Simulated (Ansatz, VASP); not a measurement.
# Two plane-wave programs on Na3GdP2

```xyz
6
Lattice="5.8214 0.0000 0.0000 -2.9107 5.0415 0.0000 0.0000 0.0000 4.7967" Properties=species:S:1:pos:R:3 pbc="T T T"
Na    2.9107    0.0000    2.3984
Na   -1.4553    2.5207    2.3984
Na    1.4553    2.5207    2.3984
Gd    0.0000    0.0000    0.0000
P     0.0000    3.3610    0.0000
P     2.9107    1.6805    0.0000
```

Change from the starting cell: species swapped into the YCo3Ni2 type (P6/mmm, No. 191).

Alike in both runs: task single point; functional PBE; k mesh 3 × 3 × 4; occupations gaussian, width 0.1 eV; collinear spin.

|  | VASP | Ansatz |
| --- | --- | --- |
| version | VASP 6.6.1 | Ansatz 0.2.0 |
| potentials or method | VASP PAW PBE potentials, release 64 (Na_pv, Gd, P), cutoff 520 eV | scalar-relativistic, plane waves, PAW |
| valence electrons in the cell | 49 | 55 |

```csv
,VASP,Ansatz,Ansatz less VASP
gap on the k mesh at the Fermi level (eV),none,none,-
pressure (GPa),-1.5,-1.5,+0.01
"traceless stress, the component that is largest in VASP (GPa)",0.09,0.07,-0.017
net moment per atom (μB),1.42,1.42,-0.001
size of the moment on the site where the two differ most (μB),6.93,7.23,+0.291
```

Site moments also hang on the region over which each program counts them. A gap of «none» marks a metal or a gap that the smearing closes. VASP's potentials hold 49 valence electrons a cell and Ansatz's 55, so a difference there can come from the potentials and not from the codes.

The k mesh is coarse, so the values compare programs but aren't converged. Neither program's run includes spin-orbit coupling.
